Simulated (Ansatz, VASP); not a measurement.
SiC in VASP and in Ansatz

File INCAR:

```
  PREC = Accurate
  ENCUT = 600
  EDIFF = 1E-6
  ISMEAR = 0
  SIGMA = 0.01
  LREAL = F
  LASPH = T
  NELM = 120
  ALGO = Normal
  ISIF = 2
  LWAVE = F
  LCHARG = F
  GGA = PS
  NBANDS = 11
  GGA_COMPAT = F
```

KPOINTS

```
regular mesh
0
Gamma
  10 10 10
```

The input POSCAR:

```
SiC
1.0
    0.0000000000      2.1783852749      2.1783852749
    2.1783852749      0.0000000000      2.1783852749
    2.1783852749      2.1783852749      0.0000000000
Si C
1 1
Direct
    0.0000000000      0.0000000000      0.0000000000
    0.2500000000      0.2500000000      0.2500000000
```

Input for Ansatz:

```yaml
crystal:
  lattice:
    - [0.0, 2.1783852749, 2.1783852749]
    - [2.1783852749, 0.0, 2.1783852749]
    - [2.1783852749, 2.1783852749, 0.0]
  atoms:
    - { symbol: Si, position: [0.0, 0.0, 0.0] }
    - { symbol: C, position: [0.25, 0.25, 0.25] }
basis:
  ecutwfc: 600.0
kpoints:
  mp_grid: { grid: [10, 10, 10] }
  band_path:
    path:
      - [0.0, 0.0, 0.0]
      - [0.0, 0.0, 0.0]
      - [0.5, 0.5, 0.0]
      - [0.5, 0.5, 0.5]
      - [0.0041604094, 0.0041604094, 0.0]
      - [-0.0041604094, -0.0041604094, 0.0]
      - [0.004804027, 0.004804027, 0.004804027]
      - [-0.004804027, -0.004804027, -0.004804027]
      - [0.0041604094, 0.0041604094, 0.0]
      - [-0.0041604094, -0.0041604094, 0.0]
      - [0.5041604094, 0.5041604094, 0.0]
      - [0.4958395906, 0.4958395906, 0.0]
      - [0.5, 0.5041604094, 0.0041604094]
      - [0.5, 0.4958395906, -0.0041604094]
      - [0.504804027, 0.504804027, 0.504804027]
      - [0.495195973, 0.495195973, 0.495195973]
      - [0.4970581463, 0.5029418537, 0.5]
      - [0.5029418537, 0.4970581463, 0.5]
    npoints: 1
hamiltonian:
  xc: pbesol
  pseudopotentials: { kind: paw, azcp: { folder: soft_1 } }
scf:
  occupations: { method: fixed }
  n_extra_bands: 5
output:
  forces: true
  stress: true
  eigenvalues: true
```

Alike in both runs: task single point; functional PBEsol; k mesh 10 × 10 × 10; no spin polarisation.

|  | VASP | Ansatz |
| --- | --- | --- |
| version | VASP 6.6.1 | Ansatz 0.2.0 |
| potentials or method | VASP PAW PBE potentials, release 64 (Si, C), cutoff 600 eV | scalar-relativistic, plane waves, PAW |
| occupations | gaussian, width 0.01 eV | fixed |
| valence electrons in the cell | 8 | 8 |

VASP gave:

- gap on the k mesh at the Fermi level (eV): 1.23
- least direct gap on the mesh (eV): 4.44
- pressure (GPa): 0.2

Question: What did Ansatz give for the same quantities?

Answer: gap on the k mesh at the Fermi level (eV): 1.24; least direct gap on the mesh (eV): 4.46; pressure (GPa): 0.0.

VASP's potentials were made for PBE, not for PBEsol, and Ansatz warns of the same on its side.
